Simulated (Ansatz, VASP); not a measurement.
PdCl4 in VASP and in Ansatz

```xyz
5
Lattice="-2.7589 3.3040 3.6107 2.7589 -3.3040 3.6107 2.7589 3.3040 -3.6107" Properties=species:S:1:pos:R:3 pbc="T T T"
Pd    0.0000    0.0000    0.0000
Cl    2.7589    1.6146    1.2844
Cl    2.7589    1.6146   -1.2844
Cl    0.0000    1.6893    4.8951
Cl    0.0000    1.6893    2.3263
```

Alike in both runs: task relaxation of cell and atoms; functional PBE; k mesh 3 × 3 × 3; occupations gaussian, width 0.15 eV; no spin polarisation.

|  | VASP | Ansatz |
| --- | --- | --- |
| version | VASP 6.6.1 | Ansatz 0.2.0 |
| potentials or method | VASP PAW PBE potentials, release 64 (Pd, Cl), cutoff 600 eV | scalar-relativistic, plane waves, PAW |
| valence electrons in the cell | 38 | 46 |

VASP gave:

| Quantity | Value |
| --- | --- |
| gap on the k mesh at the Fermi level, each at its own relaxed structure (eV) | none |
| relaxed volume (Å³/atom) | 30.41 |
| relaxed length of the cell vector where the two differ most in proportion (Å) | 5.866 |

Q: What did Ansatz give for the same quantities?

A: gap on the k mesh at the Fermi level, each at its own relaxed structure (eV): none; relaxed volume (Å³/atom): 29.47; relaxed length of the cell vector where the two differ most in proportion (Å): 5.853.

A gap of «none» marks a metal or a gap that the smearing closes. VASP's potentials hold 38 valence electrons a cell and Ansatz's 46, so a difference there can come from the potentials and not from the codes.

The k mesh is coarse, so the values compare programs but aren't converged. Noted on VASP's run: the volume moved by over 15 % at a fixed basis, so the end points are rough.
